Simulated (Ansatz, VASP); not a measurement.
Pt in VASP and in Ansatz

File INCAR:

```
SYSTEM = Pt
ALGO = Normal
EDIFF = 1E-7
ENCUT = 520
GGA = PS
ISIF = 2
ISMEAR = 0
LASPH = .TRUE.
LCHARG = .FALSE.
LREAL = .FALSE.
LWAVE = .FALSE.
NBANDS = 11
NELM = 100
PREC = Accurate
SIGMA = 0.15
```

The input KPOINTS:

```
k-points
0
G
  20 20 20
  0 0 0
```

The input POSCAR:

```
Pt
1.0
    0.0000000000      2.0068475000      1.9579000000
    2.0068475000      0.0000000000      1.9579000000
    2.0068475000      2.0068475000      0.0000000000
Pt
1
Direct
    0.0000000000      0.0000000000      0.0000000000
```

Input for Ansatz:

```yaml
crystal:
  lattice:
    - [0.0, 2.0068475, 1.9579]
    - [2.0068475, 0.0, 1.9579]
    - [2.0068475, 2.0068475, 0.0]
  atoms:
    - { symbol: Pt, position: [0.0, 0.0, 0.0] }
basis:
  ecutwfc: 420
kpoints:
  mp_grid: { grid: [20, 20, 20] }
hamiltonian:
  xc: pbesol
scf:
  occupations: { method: gaussian, width: 0.15 }
output:
  forces: true
  stress: true
  eigenvalues: true
```

Change from the starting cell: strain +0.0250 x Voigt [1, 1, 0, 0, 0, 0], atoms carried along.

Alike in both runs: task single point; functional PBEsol; k mesh 20 × 20 × 20; occupations gaussian, width 0.15 eV; no spin polarisation.

|  | VASP | Ansatz |
| --- | --- | --- |
| version | VASP 6.6.1 | Ansatz 0.2.0 |
| potentials or method | VASP PAW PBE potentials, release 64 (Pt), cutoff 520 eV | scalar-relativistic, plane waves, PAW |
| valence electrons in the cell | 10 | 18 |

VASP gave:

* gap on the k mesh at the Fermi level (eV): none
* pressure (GPa): -12.3
* traceless stress, the component that is largest in VASP (GPa): 1.22

Estimate Ansatz's values.

gap on the k mesh at the Fermi level (eV): none; pressure (GPa): -11.9; traceless stress, the component that is largest in VASP (GPa): 1.23.

VASP's potentials were made for PBE, not for PBEsol. A gap of «none» marks a metal or a gap that the smearing closes. VASP's potentials hold 10 valence electrons a cell and Ansatz's 18, so a difference there can come from the potentials and not from the codes.

Spin-orbit coupling is off throughout.
